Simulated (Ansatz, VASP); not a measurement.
## CsPbI2Br in VASP and in Ansatz

INCAR

```
PREC = Accurate
ENCUT = 520
EDIFF = 1E-6
ISMEAR = 0
SIGMA = 0.05
LREAL = False
LASPH = True
NELM = 100
ALGO = Normal
ISIF = 2
LWAVE = False
LCHARG = False
GGA = PE
NBANDS = 30
```

The input KPOINTS:

```
Automatic mesh
0
Gamma
  4 4 6
```

POSCAR

```
CsPbI2Br
1.0
    6.3752960000      0.0000000000      0.0000000000
    0.0000000000      6.3752960000      0.0000000000
    0.0000000000      0.0000000000      5.9622200000
Cs Pb I Br
1 1 2 1
Direct
    0.5000000000      0.5000000000      0.5000000000
    0.0000000000      0.0000000000      0.0000000000
    0.0000000000      0.5000000000      0.0733787079
    0.5000000000      0.0000000000      0.0733787079
    0.0000000000      0.0000000000      0.5000000000
```

Input for Ansatz:

```yaml
crystal:
  lattice:
    - [6.375296, 0.0, 0.0]
    - [0.0, 6.375296, 0.0]
    - [0.0, 0.0, 5.96222]
  atoms:
    - { symbol: Cs, position: [0.5, 0.5, 0.5] }
    - { symbol: Pb, position: [0.0, 0.0, 0.0] }
    - { symbol: I, position: [0.0, 0.5, 0.0733787079] }
    - { symbol: I, position: [0.5, 0.0, 0.0733787079] }
    - { symbol: Br, position: [0.0, 0.0, 0.5] }
basis:
  ecutwfc: 420
kpoints:
  mp_grid: { grid: [4, 4, 6] }
hamiltonian:
  xc: pbe
scf:
  occupations: { method: gaussian, width: 0.05 }
output:
  forces: true
  stress: true
  eigenvalues: true
```

Change from the starting cell: all I atoms moved +0.438 Å, as atom 3 along Cartesian [0 0 1].

Alike in both runs: task single point; functional PBE; k mesh 4 × 4 × 6; occupations gaussian, width 0.05 eV; no spin polarisation.

|  | VASP | Ansatz |
| --- | --- | --- |
| version | VASP 6.6.1 | Ansatz 0.2.0 |
| potentials or method | VASP PAW PBE potentials, release 64 (Cs_sv, Pb_d, I, Br), cutoff 520 eV | scalar-relativistic, plane waves, PAW |
| valence electrons in the cell | 44 | 64 |

VASP gave:

* gap on the k mesh at the Fermi level (eV): 1.93
* least direct gap on the mesh (eV): 1.93
* pressure (GPa): 0.3
* traceless stress, the component that is largest in VASP (GPa): 0.09
* rms of the force components (eV/Å): 0.071

Problem. What did Ansatz give for the same quantities?

Solution. gap on the k mesh at the Fermi level (eV): 1.93; least direct gap on the mesh (eV): 1.93; pressure (GPa): 0.3; traceless stress, the component that is largest in VASP (GPa): 0.08; rms of the force components (eV/Å): 0.070.

Atom by atom the forces differ by 0.001 eV/Å (rms over components). VASP's potentials hold 44 valence electrons a cell and Ansatz's 64, so a difference there can come from the potentials and not from the codes.

Spin-orbit coupling is off throughout.
